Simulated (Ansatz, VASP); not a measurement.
# One calculation of FeO, two programs

Contents of INCAR:

```
SYSTEM = FeO
ALGO = Normal
EDIFF = 1E-6
ENCUT = 600
GGA = PS
GGA_COMPAT = .False.
ISIF = 2
ISMEAR = -1
ISPIN = 2
LASPH = .True.
LCHARG = .True.
LELF = .True.
LMAXMIX = 4
LORBIT = 11
LREAL = .False.
LVHAR = .True.
LWAVE = .False.
MAGMOM = 3 0
NBANDS = 18
NELM = 200
PREC = Accurate
SIGMA = 0.05
```

KPOINTS

```
k-points
0
Gamma
  9 9 9
  0 0 0
```

Contents of POSCAR:

```
FeO
1.0
    1.5012830692      0.8465152388      2.5195772846
   -1.5363587354      0.9072680748      2.5195772846
    0.0350756663     -1.7537833136      2.5195772846
Fe O
1 1
Direct
    0.0000000000      0.0000000000      0.0000000000
    0.5000000000      0.5000000000      0.5000000000
```

The input input.yaml:

```yaml
crystal:
  lattice:
    - [1.5012830692, 0.8465152388, 2.5195772846]
    - [-1.5363587354, 0.9072680748, 2.5195772846]
    - [0.0350756663, -1.7537833136, 2.5195772846]
  atoms:
    - { symbol: Fe, position: [0.0, 0.0, 0.0], spin: 3.0 }
    - { symbol: O, position: [0.5, 0.5, 0.5] }
hamiltonian:
  xc: pbesol
  pseudopotentials: { kind: paw }
magnetization:
  spin_polarized: true
kpoints:
  mp_grid: { grid: [9, 9, 9] }
  band_path:
    path:
      - [[0.0, 0.0, 0.5], [0.0, 0.0, 0.0], [0.0, 0.5, 0.0]]
      - [[0.0, 0.5, 0.5], [0.0, 0.0, 0.0], [-0.5, -0.5, -0.5]]
      - [[-0.5, -0.5, 0.0], [0.0, 0.0, 0.0], [-0.5, 0.0, -0.5]]
      - [[-0.5, 0.0, 0.0], [0.0, 0.0, 0.0]]
    npoints: 14
scf:
  occupations: { method: fermi_dirac, width: 0.05 }
  n_extra_bands: 6
output:
  forces: true
  stress: true
  eigenvalues: true
  fatbands: true
```

Alike in both runs: functional PBEsol; k mesh 9 × 9 × 9; occupations fermi-dirac, width 0.05 eV; collinear spin.

|  | VASP | Ansatz |
| --- | --- | --- |
| version | VASP 6.6.1 | Ansatz 0.2.0 |
| potentials or method | VASP PAW PBE potentials, release 64 (Fe, O) | Ansatz PAW |
| plane-wave cutoff (eV) | 600 | 420 |
| valence electrons in the cell | 14 | 22 |
| task | single point | band structure |

VASP gave:

| Property | Result |
| --- | --- |
| gap on the k mesh at the Fermi level (eV) | none |
| pressure (GPa) | -9.3 |
| traceless stress, the component that is largest in VASP (GPa) | 1.74 |
| net moment per atom (μB) | 2.00 |
| size of the moment on the site where the two differ most (μB) | 3.61 |

Problem. Estimate Ansatz's values.

Solution. gap on the k mesh at the Fermi level (eV): none; pressure (GPa): -9.3; traceless stress, the component that is largest in VASP (GPa): 1.67; net moment per atom (μB): 2.00; size of the moment on the site where the two differ most (μB): 3.43.

VASP's potentials were made for PBE, not for PBEsol. Site moments also hang on the region over which each program counts them. A gap of «none» marks a metal or a gap that the smearing closes. The functional is the same, so the differences come from potentials, cutoffs and numerics. VASP's potentials hold 14 valence electrons a cell and Ansatz's 22, so a difference there can come from the potentials and not from the codes.
